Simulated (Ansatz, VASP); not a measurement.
One calculation of KCl, two programs

The input POSCAR:

```
KCl
1.0
    0.0000000000      3.1448483099      3.1448483099
    3.1448483099      0.0000000000      3.1448483099
    3.1448483099      3.1448483099      0.0000000000
K Cl
1 1
Direct
    0.0000000000      0.0000000000      0.0000000000
    0.5000000000      0.5000000000      0.5000000000
```

The input INCAR.step1:

```
  ALGO = Normal
  EDIFF = 1E-4
  ENCUT = 520
  GGA = PE
  ISMEAR = 0
  LASPH = True
  LCHARG = False
  LREAL = False
  LWAVE = True
  NBANDS = 15
  NELM = 100
  PREC = Accurate
  SIGMA = 0.01
```

The input INCAR.step2:

```
  ALGO = Normal
  EDIFF = 1E-6
  ENCUT = 520
  ISIF = 2
  ISMEAR = 0
  ISTART = 1
  LASPH = True
  LCHARG = False
  LMIXTAU = True
  LREAL = False
  LWAVE = False
  METAGGA = R2SCAN
  NBANDS = 15
  NELM = 100
  PREC = Accurate
  SIGMA = 0.01
```

KPOINTS

```
k-points
0
Gamma
  6 6 6
```

Input for Ansatz:

```yaml
crystal:
  lattice:
    - [0.0, 3.1448483099, 3.1448483099]
    - [3.1448483099, 0.0, 3.1448483099]
    - [3.1448483099, 3.1448483099, 0.0]
  atoms:
    - { symbol: K, position: [0.0, 0.0, 0.0] }
    - { symbol: Cl, position: [0.5, 0.5, 0.5] }
kpoints:
  mp_grid: { grid: [6, 6, 6] }
hamiltonian:
  xc: r2scan
scf:
  occupations: { method: fixed }
  n_extra_bands: 4
output:
  forces: true
  stress: true
  eigenvalues: true
```

Alike in both runs: task single point; functional r2SCAN; k mesh 6 × 6 × 6; no spin polarisation.

```csv
,VASP,Ansatz
version,VASP 6.6.1,Ansatz 0.2.0
potentials or method,"VASP PAW PBE potentials, release 64 (K_sv, Cl)","plane waves, PAW"
plane-wave cutoff (eV),520,500
occupations,"gaussian, width 0.01 eV",fixed
valence electrons in the cell,16,16
```

|  | VASP | Ansatz | Ansatz less VASP |
| --- | --- | --- | --- |
| gap on the k mesh at the Fermi level (eV) | 5.84 | 5.83 | -0.004 |
| pressure (GPa) | 0.0 | 0.0 | +0.03 |

VASP's potentials were made for PBE, not for r2SCAN.
